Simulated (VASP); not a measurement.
# Hg (I4/mmm) in VASP: notebook

The runs below take Hg through electric field gradients, with r2SCAN.

Everything below comes from runs of VASP 6.6.1. Logs are shortened: lines on timing, memory, paths and dates and some standing lists are left out, and cuts for length are marked.

## 1. The cell of the first run

The structure is tetragonal, space group I4/mmm (No. 139). The conventional cell has a = 4.099 Å, b = 4.099 Å, c = 3.677 Å, α = 90.00°, β = 90.00°, γ = 90.00°. Within 4.5 Å of Hg (site symmetry 4/mmm) lie 14 Hg at 3.43 to 4.10 Å.

## 2. Electric field gradients, r2SCAN (z stretched by +2 % at fixed volume)

POSCAR

```
Hg
1.0
   -2.0493034190      2.0493034190      1.8383031600
    2.0493034190     -2.0493034190      1.8383031600
    2.0493034190      2.0493034190     -1.8383031600
Hg
1
Direct
    0.0000000000      0.0000000000      0.0000000000
```

INCAR.step1

```
SYSTEM = Hg
  PREC = Accurate
  ENCUT = 520
  ISMEAR = -1
  SIGMA = 0.08
  LREAL = .FALSE.
  LASPH = .TRUE.
  NELM = 60
  NBANDS = 12
  GGA = PE
  ALGO = Normal
  EDIFF = 1E-4
  LWAVE = .TRUE.
  LCHARG = .FALSE.
```

INCAR.step2

```
SYSTEM = Hg
  PREC = Accurate
  ENCUT = 520
  EDIFF = 1E-8
  ISMEAR = -1
  SIGMA = 0.08
  LREAL = .FALSE.
  LASPH = .TRUE.
  NELM = 60
  ALGO = Normal
  ISIF = 2
  LWAVE = .FALSE.
  LCHARG = .FALSE.
  METAGGA = R2SCAN
  LMIXTAU = .TRUE.
  LEFG = .TRUE.
  NBANDS = 12
  ISTART = 1
```

KPOINTS

```
regular mesh
0
G
  13 13 13
  0 0 0
```

Potentials or basis: VASP PAW PBE potentials, release 64 (Hg).

On the command line:

```sh
$ cat potpaw_PBE.64/Hg/POTCAR > POTCAR
$ cp INCAR.step1 INCAR
$ mpirun -np 1 vasp_std > vasp.out
$ cp INCAR.step2 INCAR
$ mpirun -np 1 vasp_std > vasp.out
```

OUTCAR:

```text
SYSTEM = Hg
   PREC = Accurate
   ENCUT = 520
   EDIFF = 1E-8
   ISMEAR = -1
   LREAL = .FALSE.
   LASPH = .TRUE.
   NELM = 60
   ISIF = 2
   METAGGA = R2SCAN
   ISTART = 1

 ion  position               nearest neighbor table
   1  0.000  0.000  0.000-

  LATTYP: Found a body centered tetragonal cell.
 ALAT       =     4.0986068380
 C/A-ratio  =     0.8970380584

  Lattice vectors:

 A1 = (  -2.0493034190,   2.0493034190,   1.8383031600)
 A2 = (   2.0493034190,  -2.0493034190,   1.8383031600)
 A3 = (   2.0493034190,   2.0493034190,  -1.8383031600)

Analysis of symmetry for initial positions (statically):
=====================================================================
 Subroutine PRICEL returns:
 Original cell was already a primitive cell.

 Routine SETGRP: Setting up the symmetry group for a
 body centered tetragonal supercell.

 Subroutine GETGRP returns: Found 16 space group operations
 (whereof 16 operations were pure point group operations)
 out of a pool of 16 trial point group operations.

The static configuration has the point symmetry D_4h.

Analysis of symmetry for dynamics (positions and initial velocities):
=====================================================================
 Subroutine PRICEL returns:
 Original cell was already a primitive cell.

 Routine SETGRP: Setting up the symmetry group for a
 body centered tetragonal supercell.

 Subroutine GETGRP returns: Found 16 space group operations
 (whereof 16 operations were pure point group operations)
 out of a pool of 16 trial point group operations.

The dynamic configuration has the point symmetry D_4h.

 Subroutine INISYM returns: Found 16 space group operations
 (whereof 16 operations are pure point group operations),
 and found     1 'primitive' translations

----------------------------------------------------------------------------------------

                                     Primitive cell

  volume of cell :      30.8809

  direct lattice vectors                    reciprocal lattice vectors
    -2.049303419  2.049303419  1.838303160     0.000000000  0.243985344  0.271989958
     2.049303419 -2.049303419  1.838303160     0.243985344  0.000000000  0.271989958
     2.049303419  2.049303419 -1.838303160     0.243985344  0.243985344  0.000000000

  length of vectors
     3.432003426  3.432003426  3.432003426     0.365386625  0.365386625  0.345047383

  position of ions in fractional coordinates (direct lattice)
     0.000000000  0.000000000  0.000000000

  ion indices of the primitive-cell ions
   primitive index   ion index
                 1           1

----------------------------------------------------------------------------------------

 KPOINTS: regular mesh

Automatic generation of k-mesh.
 Grid dimensions read from file:
 generate k-points for:   13   13   13

 Generating k-lattice:

  Cartesian coordinates                     Fractional coordinates (reciprocal lattice)
     0.000000000  0.018768103  0.020922304     0.076923077  0.000000000  0.000000000
     0.018768103  0.000000000  0.020922304     0.000000000  0.076923077  0.000000000
     0.018768103  0.018768103  0.000000000     0.000000000  0.000000000  0.076923077

  Length of vectors
     0.028106663  0.028106663  0.026542106

  Shift w.r.t. Gamma in fractional coordinates (k-lattice)
     0.000000000  0.000000000  0.000000000

 Subroutine IBZKPT returns following result:
 ===========================================

 Found    196 irreducible k-points:

 Following reciprocal coordinates:
            Coordinates               Weight
  0.000000  0.000000  0.000000      1.000000
  0.076923 -0.000000  0.000000      8.000000
  0.153846  0.000000  0.000000      8.000000
  0.230769  0.000000  0.000000      8.000000
  0.307692  0.000000  0.000000      8.000000
  0.384615 -0.000000  0.000000      8.000000
[... 16 lines left out ...]
  0.384615  0.153846  0.000000     16.000000
  0.461538  0.153846  0.000000     16.000000
 [... further k-points ...]
   k-points           NKPTS =    196   k-points in BZ     NKDIM =    196   number of bands    NBANDS=     12
   number of dos      NEDOS =    301   number of ions     NIONS =      1
   total plane-waves  NPLWV =  21952
   dimension x,y,z NGX =    28 NGY =   28 NGZ =   28
   dimension x,y,z NGXF=    56 NGYF=   56 NGZF=   56
   ions per type =               1
   NGX,Y,Z   is equivalent  to a cutoff of  13.56, 13.56, 13.56 a.u.
   NGXF,Y,Z  is equivalent  to a cutoff of  27.13, 27.13, 27.13 a.u.
 SYSTEM =  Hg
   PREC   = accura    normal or accurate (medium, high low for compatibility)
   ISTART =      1    job   : 0-new  1-cont  2-samecut
   ICHARG =      0    charge: 1-file 2-atom 10-const
   ISPIN  =      1    spin polarized calculation?
   LNONCOLLINEAR =      F non collinear calculations
   LSORBIT =      F    spin-orbit coupling
   LASPH  =      T    aspherical Exc in radial PAW
   ENCUT  =  520.0 eV  38.22 Ry    6.18 a.u.   6.38  6.38  6.38*2*pi/ulx,y,z
   NELM   =     60;   NELMIN=  2; NELMDL=  0     # of ELM steps
   EDIFF  = 0.1E-07   stopping-criterion for ELM
   LREAL  =      F    real-space projection
   EDIFFG = 0.1E-06   stopping-criterion for IOM
   NSW    =      0    number of steps for IOM
   IBRION =     -1    ionic relax: 0-MD 1-quasi-New 2-CG
   NFREE  =      0    steps in history (QN), initial steepest desc. (CG)
   ISIF   =      2    stress and relaxation
   ISYM   =      2    0-nonsym 1-usesym 2-fastsym
   POTIM  = 0.5000    time-step for ionic-motion
   TEBEG  =    0.0;   TEEND  =   0.0 temperature during run
   PSTRESS=    0.0 pullay stress
   NELECT =      12.0000    total number of electrons
   NUPDOWN=      -1.0000    fix difference up-down
   EMIN   =  10.00;   EMAX   =-10.00  energy-range for DOS
   EFERMI =   0.00;   METHOD = LEGACY
   ISMEAR =    -1;   SIGMA  =   0.08  broadening in eV -4-tet -1-fermi 0-gaus
   EFERMI_NEDOS =   21; number of points for ismear=-14 and -15
   IALGO  =     38    algorithm
   IMIX   =      4    mixing-type and parameters
     AMIX     =   0.40;   BMIX     =  1.00
     AMIX_MAG =   1.60;   BMIX_MAG =  1.00
  volume/ion in A,a.u.               =      30.88       208.39
  Fermi-wavevector in a.u.,A,eV,Ry     =   1.194645  2.257551 19.417902  1.427176
  Thomas-Fermi vector in A             =   2.330630
   LORBIT       =      0    0 simple, 1 ext, 2 COOP (PROOUT), +10 PAW based schemes
   METAGGA = R2SCAN    functional components
   LHFCALC =     F    Hartree Fock is set to
   AEXX    =    0.0000 exact exchange contribution
   IVDW    =     0    specifies the selected vdW correction
   LEPSILON=     F    determine dielectric tensor
   LRPA    =     F    only Hartree local field effects (RPA)
 non-spin polarized calculation
  energy-cutoff  :      520.00
  volume of cell :       30.88
 maximum number of plane-waves:       855
 NGX is ok and might be reduce to    28
   NGX = 13   NGY = 13   NGZ = 13

 number of electron      11.9999999 magnetization

 Free energy of the ion-electron system (eV)
  ---------------------------------------------------
  ext. energy  EPLUGINS =         0.00000000
  ---------------------------------------------------
  free energy    TOTEN  =       -49.34529860 eV

  energy without entropy =      -49.34264491  energy(sigma->0) =      -49.34397175

 E-fermi :   0.8192     XC(G=0):  -9.9042

 val. band max:        0.7147563309   @ k =  -0.4615   0.4615   0.0000
 cond. band min:       0.8293608342   @ k =  -0.4615  -0.4615   0.0769
 fundamental gap:      0.1146045033
 Fermi energy:         0.8191807617

 k-point     1 :       0.0000    0.0000    0.0000
  band No.  band energies     occupation
      1      -6.4942      2.00000
      2      -6.0561      2.00000
      3      -5.8617      2.00000
      4      -5.8617      2.00000
      5      -5.5547      2.00000
      6      -5.3404      2.00000
      7      13.2890      0.00000
      8      13.2890      0.00000
      9      14.9784      0.00000
     10      15.9659      0.00000
     11      15.9659      0.00000
     12      16.7059      0.00000

 k-point     2 :       0.0769   -0.0000    0.0000
  band No.  band energies     occupation
      1      -6.3594      2.00000
      2      -6.0402      2.00000
      3      -5.8553      2.00000
      4      -5.8480      2.00000
      5      -5.5460      2.00000
      6      -5.3556      2.00000
      7      12.6834      0.00000
      8      12.9177      0.00000
      9      13.8938      0.00000
     10      15.4471      0.00000
     11      15.7064      0.00000
     12      16.4288      0.00000

 k-point     3 :       0.1538    0.0000    0.0000
  band No.  band energies     occupation
      1      -6.0874      2.00000
      2      -6.0433      2.00000
      3      -5.7595      2.00000
      4      -5.7168      2.00000
      5      -5.5142      2.00000
      6      -5.3895      2.00000
      7      10.6435      0.00000
      8      12.0131      0.00000
      9      12.4773      0.00000
     10      14.5992      0.00000
     11      15.2452      0.00000
     12      16.6672      0.00000
[... 286 lines left out ...]
 k-point    23 :       0.3846    0.1538    0.0000
  band No.  band energies     occupation
      1      -6.2602      2.00000
      2      -6.1160      2.00000
      3      -5.5116      2.00000
      4      -5.3490      2.00000
      5      -5.1545      2.00000
      6      -0.9117      2.00000
      7       1.4931      0.00044
      8       6.5813      0.00000
      9       9.4487      0.00000
     10      14.1620      0.00000
     11      16.8021      0.00000
     12      17.3379      0.00000

 k-point    24 :       0.4615    0.1538    0.0000
  band No.  band energies     occupation
      1      -6.2430      2.00000
      2      -6.1186      2.00000
      3      -5.4972      2.00000
      4      -5.3691      2.00000
      5      -5.1749      2.00000
      6      -1.1808      2.00000
      7       1.8289      0.00001
      8       6.4429      0.00000
      9       9.6127      0.00000
     10      14.0786      0.00000
     11      16.9666      0.00000
     12      18.3245      0.00000

 [... further k-points ...]
[... 5 lines left out ...]
  --------------------------------------------------------------------------------------
  -------------------------------------------------------------------------------------
  Total       -0.2768987     -0.2768987     -0.2358769      0.0000000      0.0000000      0.0000000
  in kB      -14.3661999    -14.3661999    -12.2378837      0.0000000      0.0000000      0.0000000
  external PRESSURE =     -13.6567612 kB  Pullay stress =       0.0000000 kB

 VOLUME and BASIS-vectors are now :
 -----------------------------------------------------------------------------
  energy-cutoff  :      520.00
  volume of cell :       30.88
      direct lattice vectors                 reciprocal lattice vectors
    -2.049303419  2.049303419  1.838303160     0.000000000  0.243985344  0.271989958
     2.049303419 -2.049303419  1.838303160     0.243985344  0.000000000  0.271989958
     2.049303419  2.049303419 -1.838303160     0.243985344  0.243985344  0.000000000

 POSITION                                       TOTAL-FORCE (eV/Angst)
 -----------------------------------------------------------------------------------
      0.00000      0.00000      0.00000         0.000000     -0.000000      0.000000
 -----------------------------------------------------------------------------------
    total drift:                               -0.000000     -0.000000     -0.000000

  FREE ENERGIE OF THE ION-ELECTRON SYSTEM (eV)
  ---------------------------------------------------
  free  energy   TOTEN  =       -49.3452985970 eV

  energy  without entropy=      -49.3426449124  energy(sigma->0) =      -49.34397175

 Electric field gradients (V/A^2)
---------------------------------------------------------------------
 ion       V_xx      V_yy      V_zz      V_xy      V_xz      V_yz
---------------------------------------------------------------------
   1      -0.522    -0.522     1.043    -0.000    -0.000    -0.000
---------------------------------------------------------------------

 Electric field gradients after diagonalization (V/A^2)
 (convention: |V_zz| > |V_xx| > |V_yy|)
----------------------------------------------------------------------
 ion       V_xx      V_yy      V_zz     asymmetry (V_yy - V_xx)/ V_zz
----------------------------------------------------------------------
   1      -0.522    -0.521     1.043       0.000
----------------------------------------------------------------------

           NMR quadrupolar parameters

 Cq : quadrupolar parameter    Cq=e*Q*V_zz/h
 eta: asymmetry parameters     (V_yy - V_xx)/ V_zz
 Q  : nuclear electric quadrupole moment in mb (millibarn)
----------------------------------------------------------------------
 ion       Cq(MHz)       eta       Q (mb)
----------------------------------------------------------------------
   1       0.003       0.000       1.000
----------------------------------------------------------------------
```

Wall time 3.3 min (1 thread of Intel Xeon 6975P-C (Granite Rapids), shared host); peak memory 0.22 GiB.

What came out:

| Item | Value |
| --- | --- |
| Free energy | -49.3453 eV |
| Pressure | -1.4 GPa |
| Band gap on the k mesh | zero (band 6 reaches 1.83 eV, above the bottom of band 7 at 0.50 eV) |

Electric field gradients, principal values (V/Å²):
```tsv
atom	least	middle	greatest (by size)
1 Hg	-0.521	-0.522	1.043
```

Caveat: without QUAD_EFG the Cq values of the log hold for a quadrupole moment of 1 mb, not for the nuclei; the PAW data sets were made with another functional, which shifts forces and pressure a little; spin-orbit coupling is left out, which moves the levels of the heavy elements.

(Part 1 of 2 ends here.)
